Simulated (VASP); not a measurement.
Ag, 1 atom in the cell. The structure is cubic, space group Fm-3m (No. 225). Conventional cell: a = 4.085 Å, b = 4.085 Å, c = 4.085 Å, α = 90.00°, β = 90.00°, γ = 90.00°. Within 3.8 Å of Ag (site symmetry m-3m) lie 12 Ag at 2.89 Å. 

| Property | Result |
| --- | --- |
| Program | VASP 6.6.1 |
| Task | single point |
| Functional | PBE |
| Potentials or basis | VASP PAW PBE potentials, release 64 (Ag) |
| Cutoff | 520 eV |
| k mesh | 6 × 6 × 6 |
| Occupations | fermi-dirac, width 0.04 eV |
| Spin | no spin polarisation |
| Dipole correction | no |
| Further INCAR settings | ALGO = Normal; EDIFF = 1e-07; NBANDS = 12 |

Potentials or basis: VASP PAW PBE potentials, release 64 (Ag).

Command:

```console
$ cat potpaw_PBE.64/Ag/POTCAR > POTCAR
$ mpirun -np 1 vasp_std > vasp.out
```

Hardware: 1 thread of Intel(R) Xeon(R) Platinum 8259CL CPU @ 2.50GHz (Skylake/Cascade Lake) (shared host).

Question: How long does it take, and how much memory?

Answer: It took 3.7 s on 1 thread of Intel(R) Xeon(R) Platinum 8259CL CPU @ 2.50GHz (Skylake/Cascade Lake) (shared host), peak memory 0.13 GiB. Counts: scf iterations 12, k points 16.
